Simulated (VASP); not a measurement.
# GaSb (F-43m) in VASP: further runs

The runs below take GaSb through single point, relaxation of cell and atoms, with PBEsol.

All numbers are computed with VASP 6.6.1; they aren't measurements. Logs are shortened: lines on timing, memory, paths and dates and some standing lists are left out, and cuts for length are marked.

### 1 The cell of the first run

The structure is cubic, space group F-43m (No. 216). The conventional cell has a = 5.855 Å, b = 5.855 Å, c = 5.855 Å, α = 90.00°, β = 90.00°, γ = 90.00°. Ga (site symmetry -43m) has 4 Sb at 2.54 Å within 3.3 Å. Within 3.3 Å of Sb (site symmetry -43m) lie 4 Ga at 2.54 Å.

### 2 Single point, PBEsol

File INCAR:

```
SYSTEM = GaSb
PREC = Accurate
ENCUT = 520
EDIFF = 1E-6
ISMEAR = -1
SIGMA = 0.15
LREAL = .False.
LASPH = .True.
NELM = 80
ALGO = Normal
ISIF = 2
LWAVE = .False.
LCHARG = .True.
GGA = PS
LELF = .True.
LVHAR = .True.
NBANDS = 16
```

File KPOINTS:

```
Automatic mesh
0
Gamma
  12 12 12
  0 0 0
```

File POSCAR:

```
GaSb
1.0
    0.0000000000      2.9276241686      2.9276241686
    2.9276241686      0.0000000000      2.9276241686
    2.9276241686      2.9276241686      0.0000000000
Ga Sb
1 1
Direct
    0.0000000000      0.0000000000      0.0000000000
    0.7500000000      0.7500000000      0.7500000000
```

Potentials or basis: VASP PAW PBE potentials, release 64 (Ga_d, Sb).

Started as:

```bash
$ cat potpaw_PBE.64/Ga_d/POTCAR potpaw_PBE.64/Sb/POTCAR > POTCAR
$ mpirun -np 1 vasp_std > vasp.out
```

OUTCAR:

```text
SYSTEM = GaSb
   PREC = Accurate
   ENCUT = 520
   EDIFF = 1E-6
   ISMEAR = -1
   LREAL = .False.
   LASPH = .True.
   NELM = 80
   ISIF = 2
   GGA = PS

 ion  position               nearest neighbor table
   1  0.000  0.000  0.000-   2 2.54   2 2.54   2 2.54   2 2.54
   2  0.750  0.750  0.750-   1 2.54   1 2.54   1 2.54   1 2.54

  LATTYP: Found a face centered cubic cell.
 ALAT       =     5.8552483372

  Lattice vectors:

 A1 = (   0.0000000000,   2.9276241686,   2.9276241686)
 A2 = (   2.9276241686,   0.0000000000,   2.9276241686)
 A3 = (   2.9276241686,   2.9276241686,   0.0000000000)

Analysis of symmetry for initial positions (statically):
=====================================================================
 Subroutine PRICEL returns:
 Original cell was already a primitive cell.

 Routine SETGRP: Setting up the symmetry group for a
 face centered cubic supercell.

 Subroutine GETGRP returns: Found 24 space group operations
 (whereof 24 operations were pure point group operations)
 out of a pool of 48 trial point group operations.

The static configuration has the point symmetry T_d .

Analysis of symmetry for dynamics (positions and initial velocities):
=====================================================================
 Subroutine PRICEL returns:
 Original cell was already a primitive cell.

 Routine SETGRP: Setting up the symmetry group for a
 face centered cubic supercell.

 Subroutine GETGRP returns: Found 24 space group operations
 (whereof 24 operations were pure point group operations)
 out of a pool of 48 trial point group operations.

The dynamic configuration has the point symmetry T_d .

 Subroutine INISYM returns: Found 24 space group operations
 (whereof 24 operations are pure point group operations),
 and found     1 'primitive' translations

----------------------------------------------------------------------------------------

                                     Primitive cell

  volume of cell :      50.1852

  direct lattice vectors                    reciprocal lattice vectors
     0.000000000  2.927624169  2.927624169    -0.170786949  0.170786949  0.170786949
     2.927624169  0.000000000  2.927624169     0.170786949 -0.170786949  0.170786949
     2.927624169  2.927624169  0.000000000     0.170786949  0.170786949 -0.170786949

  length of vectors
     4.140285805  4.140285805  4.140285805     0.295811673  0.295811673  0.295811673

  position of ions in fractional coordinates (direct lattice)
     0.000000000  0.000000000  0.000000000
     0.750000000  0.750000000  0.750000000

  ion indices of the primitive-cell ions
   primitive index   ion index
                 1           1
                 2           2

----------------------------------------------------------------------------------------

 KPOINTS: Automatic mesh

Automatic generation of k-mesh.
 Grid dimensions read from file:
 generate k-points for:   12   12   12

 Generating k-lattice:

  Cartesian coordinates                     Fractional coordinates (reciprocal lattice)
    -0.014232246  0.014232246  0.014232246     0.083333333  0.000000000  0.000000000
     0.014232246 -0.014232246  0.014232246     0.000000000  0.083333333  0.000000000
     0.014232246  0.014232246 -0.014232246     0.000000000  0.000000000  0.083333333

  Length of vectors
     0.024650973  0.024650973  0.024650973

  Shift w.r.t. Gamma in fractional coordinates (k-lattice)
     0.000000000  0.000000000  0.000000000

 Subroutine IBZKPT returns following result:
 ===========================================

 Found     72 irreducible k-points:

 Following reciprocal coordinates:
            Coordinates               Weight
  0.000000  0.000000  0.000000      1.000000
  0.083333  0.000000  0.000000      8.000000
  0.166667  0.000000  0.000000      8.000000
  0.250000  0.000000  0.000000      8.000000
  0.333333  0.000000  0.000000      8.000000
  0.416667  0.000000  0.000000      8.000000
[... 16 lines left out ...]
  0.500000  0.166667  0.000000     24.000000
 -0.416667  0.166667  0.000000     24.000000
 [... further k-points ...]
   k-points           NKPTS =     72   k-points in BZ     NKDIM =     72   number of bands    NBANDS=     16
   number of dos      NEDOS =    301   number of ions     NIONS =      2
   total plane-waves  NPLWV =  32768
   dimension x,y,z NGX =    32 NGY =   32 NGZ =   32
   dimension x,y,z NGXF=    64 NGYF=   64 NGZF=   64
   ions per type =               1   1
   NGX,Y,Z   is equivalent  to a cutoff of  12.85, 12.85, 12.85 a.u.
   NGXF,Y,Z  is equivalent  to a cutoff of  25.70, 25.70, 25.70 a.u.
 SYSTEM =  GaSb
   PREC   = accura    normal or accurate (medium, high low for compatibility)
   ISTART =      0    job   : 0-new  1-cont  2-samecut
   ICHARG =      2    charge: 1-file 2-atom 10-const
   ISPIN  =      1    spin polarized calculation?
   LNONCOLLINEAR =      F non collinear calculations
   LSORBIT =      F    spin-orbit coupling
   LASPH  =      T    aspherical Exc in radial PAW
   ENCUT  =  520.0 eV  38.22 Ry    6.18 a.u.   7.70  7.70  7.70*2*pi/ulx,y,z
   NELM   =     80;   NELMIN=  2; NELMDL= -5     # of ELM steps
   EDIFF  = 0.1E-05   stopping-criterion for ELM
   LREAL  =      F    real-space projection
   EDIFFG = 0.1E-04   stopping-criterion for IOM
   NSW    =      0    number of steps for IOM
   IBRION =     -1    ionic relax: 0-MD 1-quasi-New 2-CG
   NFREE  =      0    steps in history (QN), initial steepest desc. (CG)
   ISIF   =      2    stress and relaxation
   ISYM   =      2    0-nonsym 1-usesym 2-fastsym
   POTIM  = 0.5000    time-step for ionic-motion
   TEBEG  =    0.0;   TEEND  =   0.0 temperature during run
   PSTRESS=    0.0 pullay stress
   NELECT =      18.0000    total number of electrons
   NUPDOWN=      -1.0000    fix difference up-down
   EMIN   =  10.00;   EMAX   =-10.00  energy-range for DOS
   EFERMI =   0.00;   METHOD = LEGACY
   ISMEAR =    -1;   SIGMA  =   0.15  broadening in eV -4-tet -1-fermi 0-gaus
   EFERMI_NEDOS =   21; number of points for ismear=-14 and -15
   IALGO  =     38    algorithm
   IMIX   =      4    mixing-type and parameters
     AMIX     =   0.40;   BMIX     =  1.00
     AMIX_MAG =   1.60;   BMIX_MAG =  1.00
  volume/ion in A,a.u.               =      25.09       169.33
  Fermi-wavevector in a.u.,A,eV,Ry     =   1.163162  2.198058 18.407957  1.352947
  Thomas-Fermi vector in A             =   2.299715
   LORBIT       =      0    0 simple, 1 ext, 2 COOP (PROOUT), +10 PAW based schemes
   GGA     = PS    functional components
   LHFCALC =     F    Hartree Fock is set to
   AEXX    =    0.0000 exact exchange contribution
   IVDW    =     0    specifies the selected vdW correction
   LEPSILON=     F    determine dielectric tensor
   LRPA    =     F    only Hartree local field effects (RPA)
 non-spin polarized calculation
  energy-cutoff  :      520.00
  volume of cell :       50.19
 maximum number of plane-waves:      1369
   NGX = 15   NGY = 15   NGZ = 15

 number of electron      17.9999998 magnetization

 Free energy of the ion-electron system (eV)
  ---------------------------------------------------
  ext. energy  EPLUGINS =         0.00000000
  ---------------------------------------------------
  free energy    TOTEN  =        -7.98019222 eV

  energy without entropy =       -7.97526518  energy(sigma->0) =       -7.97772870

 E-fermi :   6.4089     XC(G=0):  -9.8526

 val. band max:        6.1772381525   @ k =   0.0000   0.0000   0.0000
 cond. band min:       6.7570144177   @ k =   0.4167   0.4167   0.0000
 fundamental gap:      0.5797762652
 Fermi energy:         6.4088815855

 k-point     1 :       0.0000    0.0000    0.0000
  band No.  band energies     occupation
      1      -9.1410      2.00000
      2      -9.1410      2.00000
      3      -9.1410      2.00000
      4      -9.0664      2.00000
      5      -9.0664      2.00000
      6      -6.3285      2.00000
[... 8 lines left out ...]
     15      15.0355      0.00000
     16      15.0355      0.00000

 k-point     2 :       0.0833    0.0000    0.0000
  band No.  band energies     occupation
      1      -9.1446      2.00000
      2      -9.1397      2.00000
      3      -9.1397      2.00000
      4      -9.0666      2.00000
      5      -9.0666      2.00000
      6      -6.2443      2.00000
[... 8 lines left out ...]
     15      14.3540      0.00000
     16      14.3540      0.00000

 k-point     3 :       0.1667    0.0000    0.0000
  band No.  band energies     occupation
      1      -9.1540      2.00000
      2      -9.1361      2.00000
      3      -9.1361      2.00000
      4      -9.0671      2.00000
      5      -9.0671      2.00000
      6      -5.9961      2.00000
[... 8 lines left out ...]
     15      13.8133      0.00000
     16      13.8133      0.00000

 k-point     4 :       0.2500    0.0000    0.0000
  band No.  band energies     occupation
      1      -9.1665      2.00000
      2      -9.1316      2.00000
      3      -9.1316      2.00000
      4      -9.0673      2.00000
      5      -9.0673      2.00000
      6      -5.5990      2.00000
[... 8 lines left out ...]
     15      13.8176      0.00000
     16      13.8176      0.00000

 k-point     5 :       0.3333    0.0000    0.0000
  band No.  band energies     occupation
      1      -9.1786      2.00000
      2      -9.1275      2.00000
      3      -9.1275      2.00000
      4      -9.0671      2.00000
      5      -9.0671      2.00000
      6      -5.0918      2.00000
[... 8 lines left out ...]
     15      14.4484      0.00000
     16      14.4484      0.00000

 k-point     6 :       0.4167    0.0000    0.0000
  band No.  band energies     occupation
      1      -9.1871      2.00000
      2      -9.1249      2.00000
      3      -9.1249      2.00000
      4      -9.0666      2.00000
      5      -9.0666      2.00000
      6      -4.5806      2.00000
[... 8 lines left out ...]
     15      15.5258      0.00000
     16      15.5258      0.00000
[... 267 lines left out ...]
 k-point    21 :       0.3333    0.1667    0.0000
  band No.  band energies     occupation
      1      -9.1820      2.00000
      2      -9.1239      2.00000
      3      -9.1221      2.00000
      4      -9.0738      2.00000
      5      -9.0644      2.00000
      6      -5.1534      2.00000
[... 8 lines left out ...]
     15      15.0399      0.00000
     16      15.6188      0.00000

 k-point    22 :       0.4167    0.1667    0.0000
  band No.  band energies     occupation
      1      -9.1897      2.00000
      2      -9.1217      2.00000
      3      -9.1190      2.00000
      4      -9.0733      2.00000
      5      -9.0646      2.00000
      6      -4.6359      2.00000
[... 8 lines left out ...]
     15      16.1131      0.00000
     16      16.4433      0.00000

 k-point    23 :       0.5000    0.1667    0.0000
  band No.  band energies     occupation
      1      -9.1941      2.00000
      2      -9.1206      2.00000
      3      -9.1178      2.00000
      4      -9.0716      2.00000
      5      -9.0655      2.00000
      6      -4.1836      2.00000
[... 8 lines left out ...]
     15      16.5022      0.00000
     16      16.5344      0.00000

 k-point    24 :      -0.4167    0.1667    0.0000
  band No.  band energies     occupation
      1      -9.1939      2.00000
      2      -9.1206      2.00000
      3      -9.1187      2.00000
      4      -9.0696      2.00000
      5      -9.0671      2.00000
      6      -4.1044      2.00000
[... 8 lines left out ...]
     15      15.1307      0.00000
     16      15.5796      0.00000

 [... further k-points ...]
[... 5 lines left out ...]
  --------------------------------------------------------------------------------------
  -------------------------------------------------------------------------------------
  Total        2.8630059      2.8630059      2.8630059      0.0000000      0.0000000      0.0000000
  in kB       91.4022456     91.4022456     91.4022456      0.0000000      0.0000000      0.0000000
  external PRESSURE =      91.4022456 kB  Pullay stress =       0.0000000 kB

 VOLUME and BASIS-vectors are now :
 -----------------------------------------------------------------------------
  energy-cutoff  :      520.00
  volume of cell :       50.19
      direct lattice vectors                 reciprocal lattice vectors
     0.000000000  2.927624169  2.927624169    -0.170786949  0.170786949  0.170786949
     2.927624169  0.000000000  2.927624169     0.170786949 -0.170786949  0.170786949
     2.927624169  2.927624169  0.000000000     0.170786949  0.170786949 -0.170786949

 POSITION                                       TOTAL-FORCE (eV/Angst)
 -----------------------------------------------------------------------------------
      0.00000      0.00000      0.00000        -0.000000     -0.000000     -0.000000
      4.39144      4.39144      4.39144         0.000000      0.000000      0.000000
 -----------------------------------------------------------------------------------
    total drift:                               -0.000000     -0.000000     -0.000000

  FREE ENERGIE OF THE ION-ELECTRON SYSTEM (eV)
  ---------------------------------------------------
  free  energy   TOTEN  =        -7.9801922160 eV

  energy  without entropy=       -7.9752651790  energy(sigma->0) =       -7.97772870
```

Wall time 58 s (1 thread of Intel Xeon 8259CL, shared host); peak memory 0.22 GiB.

What came out:

```
Free energy            : -7.9802 eV
Pressure               : 9.1 GPa
Band gap on the k mesh : 0.58 eV (least direct gap 0.97 eV)
```

Levels at points of the mesh, in eV from the valence-band top:
| k point | band 6 | band 7 | band 8 | band 9 | band 10 | band 11 | band 12 | band 13 |
| --- | --- | --- | --- | --- | --- | --- | --- | --- |
| (0.00, 0.00, 0.00) | -12.51 | 0.00 | 0.00 | 0.00 | 0.97 | 2.70 | 2.70 | 2.70 |
| (0.50, 0.00, 0.00) | -10.51 | -7.13 | -1.39 | -1.39 | 0.64 | 3.69 | 3.69 | 6.18 |
| (0.50, 0.50, 0.00) | -9.47 | -7.49 | -3.09 | -3.09 | 0.65 | 0.88 | 9.55 | 9.55 |

Caveat: the cell stands under pressure; semilocal functionals underestimate gaps, and a narrow one can read as zero; the PAW data sets were made with another functional, which shifts forces and pressure a little; spin-orbit coupling is left out, which moves the levels of the heavy elements. A k mesh can miss the band edges.

### 3 Relaxation of cell and atoms, PBEsol, target pressure 9 GPa, at which the enthalpy is minimised

This run uses another cell than the first one, of 28.55 Å³/atom.

File INCAR:

```
SYSTEM = GaSb
ALGO = Normal ; EDIFF = 1E-6
EDIFFG = -0.001 ; ENCUT = 600
GGA = PS ; IBRION = 2
ISIF = 3 ; ISMEAR = -1
LASPH = .True. ; LCHARG = .False.
LREAL = .False. ; LWAVE = .False.
NELM = 80 ; NSW = 80
PREC = Accurate ; PSTRESS = 90.0
SIGMA = 0.15
```

File KPOINTS:

```
k-points
0
Gamma
  12 12 12
  0 0 0
```

File POSCAR:

```
GaSb
1.0
    0.0000000000      3.0562701464      3.0562701464
    3.0562701464      0.0000000000      3.0562701464
    3.0562701464      3.0562701464      0.0000000000
Ga Sb
1 1
Direct
    0.0000000000      0.0000000000      0.0000000000
    0.7500000000      0.7500000000      0.7500000000
```

Potentials or basis: VASP PAW PBE potentials, release 64 (Ga_d, Sb).

Started as:

```bash
$ cat potpaw_PBE.64/Ga_d/POTCAR potpaw_PBE.64/Sb/POTCAR > POTCAR
$ mpirun -np 1 vasp_std > vasp.out
```

It took 6.1 min on 1 thread of Intel Xeon 8259CL, shared host; peak memory 0.26 GiB.

It converged, with:

```
Free energy                                                : -7.9855 eV
Relaxed volume                                             : 25.13 Å³/atom
Relaxed cell                                               : a = 4.142 Å, b = 4.142 Å, c = 4.142 Å, α = 60.00°, β = 60.00°, γ = 60.00°
Space group after relaxing (to 0.1 Å)                      : F-43m (No. 216)
Energy change on relaxing (the run minimises the enthalpy) : +85.8 meV/atom
Ionic steps                                                : 10
Pressure after relaxing                                    : 9.0 GPa
Band gap on the k mesh                                     : 0.58 eV (least direct gap 0.96 eV)
```

The path:
```csv
step,energy change (eV),largest force (eV/Å),pressure (GPa),volume (Å³)
1,0.0000,0.0000,0.07,57.10
2,0.6648,0.0000,21.78,44.94
3,0.1649,0.0000,8.78,50.38
4,0.1721,0.0000,9.02,50.25
5,0.1711,0.0000,8.96,50.27
6,0.1718,0.0000,9.02,50.26
7,0.1716,0.0000,9.01,50.26
8,0.1713,0.0000,8.95,50.27
9,0.1715,0.0000,8.98,50.26
10,0.1715,0.0000,9.00,50.26
```

Final structure:
```
CELL_PARAMETERS angstrom
0.00000 2.92915 2.92915
2.92915 0.00000 2.92915
2.92915 2.92915 0.00000
ATOMIC_POSITIONS crystal
Ga 0.00000 0.00000 0.00000
Sb 0.75000 0.75000 0.75000
```

Levels at points of the mesh, in eV from the valence-band top:
| k point | band 7 | band 8 | band 9 | band 10 | band 11 | band 12 |
| --- | --- | --- | --- | --- | --- | --- |
| (0.00, 0.00, 0.00) | 0.00 | 0.00 | 0.00 | 0.96 | 2.70 | 2.70 |
| (0.50, 0.00, 0.00) | -7.12 | -1.39 | -1.39 | 0.64 | 3.69 | 3.69 |
| (0.50, 0.50, 0.00) | -7.49 | -3.08 | -3.08 | 0.66 | 0.89 | 9.54 |

Caveat: the cell is relaxed towards a set pressure, so the run minimises the enthalpy, not the energy; semilocal functionals underestimate gaps, and a narrow one can read as zero; the PAW data sets were made with another functional, which shifts forces and pressure a little; spin-orbit coupling is left out, which moves the levels of the heavy elements.
